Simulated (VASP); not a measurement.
Ir, 1 atom in the cell. It takes space group Fm-3m (No. 225, cubic). Conventional cell: a = 3.832 Å, b = 3.832 Å, c = 3.832 Å, α = 90.00°, β = 90.00°, γ = 90.00°. Ir (site symmetry m-3m) has 12 Ir at 2.71 Å within 3.6 Å. 

```yaml
Program: VASP 6.6.1
Task: single point
Functional: PBEsol
Potentials_or_basis: VASP PAW PBE potentials, release 64 (Ir)
Cutoff: 520 eV
k_mesh: 23 × 23 × 23
Occupations: fermi-dirac, width 0.1 eV
Spin: no spin polarisation
Dipole_correction: no
Further_INCAR_settings: ALGO = Normal; EDIFF = 1e-07; NBANDS = 10
```

Potentials or basis: VASP PAW PBE potentials, release 64 (Ir).

Run with:

```sh
$ cat potpaw_PBE.64/Ir/POTCAR > POTCAR
$ mpirun -np 1 vasp_std > vasp.out
```

Hardware: 1 thread of Intel(R) Xeon(R) 6975P-C (Granite Rapids), with other jobs on the host.

**Question.** How long does it take, and how much memory?

**Answer.** Wall time 20 s on 1 thread of Intel(R) Xeon(R) 6975P-C (Granite Rapids), on a shared host, peak memory 0.17 GiB. Counts: scf iterations 12, k points 364.
